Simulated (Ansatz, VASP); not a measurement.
# C in VASP and in Ansatz

```
CELL_PARAMETERS angstrom
1.78340 -1.78340 0.00000
1.78340 0.00000 -1.78340
7.84696 6.42024 7.13360
ATOMIC_POSITIONS crystal
C 0.55832 0.66667 0.27087
C 0.95832 0.00000 0.10420
C 0.15832 0.33333 0.43753
C 0.35832 0.66667 0.77087
C 0.75832 0.00000 0.60420
C 0.95832 0.33333 0.93753
C 0.50832 0.66667 0.39587
C 0.90832 0.00000 0.22920
C 0.10832 0.33333 0.56253
C 0.30832 0.66667 0.89587
C 0.70832 0.00000 0.72920
C 0.30832 0.33333 0.06253
```

Alike in both runs: task single point; functional r2SCAN; k mesh 10 × 10 × 2; occupations gaussian, width 0.05 eV; no spin polarisation.

```csv
,VASP,Ansatz
version,VASP 6.6.1,Ansatz 0.2.0
potentials or method,"VASP PAW PBE potentials, release 64 (C), cutoff 520 eV","scalar-relativistic, plane waves, PAW"
valence electrons in the cell,48,48
```

VASP gave:

```
gap on the k mesh at the Fermi level (eV)                     : none
pressure (GPa)                                                : 1.2
traceless stress, the component that is largest in VASP (GPa) : -22.80
rms of the force components (eV/Å)                            : 1.187
```

Problem. Which values does Ansatz return?

Solution. gap on the k mesh at the Fermi level (eV): none; pressure (GPa): 0.1; traceless stress, the component that is largest in VASP (GPa): -22.87; rms of the force components (eV/Å): 1.196.

VASP's potentials were made for PBE, not for r2SCAN. Atom by atom the forces differ by 0.010 eV/Å (rms over components). A gap of «none» marks a metal or a gap that the smearing closes.
